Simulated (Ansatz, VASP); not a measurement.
# Ga2N: VASP beside Ansatz

```
CELL_PARAMETERS angstrom
0.00000 2.84223 2.84223
2.84223 0.00000 2.84223
2.84223 2.84223 0.00000
ATOMIC_POSITIONS crystal
Ga 0.25000 0.25000 0.25000
Ga 0.75000 0.75000 0.75000
N 0.50000 0.50000 0.50000
```

Alike in both runs: functional PBE; k mesh 6 × 6 × 6; occupations gaussian, width 0.1 eV; no spin polarisation.

Ansatz relaxed the structure, and its values are those at the end. VASP's run is a single point on that final structure, the one shown.

|  | VASP | Ansatz |
| --- | --- | --- |
| version | VASP 6.6.1 | Ansatz 0.2.0 |
| potentials or method | VASP PAW PBE potentials, release 64 (Ga_d, N), cutoff 520 eV | scalar-relativistic, plane waves, PAW |
| valence electrons in the cell | 31 | 31 |

```tsv
	VASP	Ansatz	Ansatz less VASP
gap on the k mesh at the Fermi level (eV)	none	none	-
pressure (GPa)	0.1	0.0	-0.15
```

A gap of «none» marks a metal or a gap that the smearing closes.
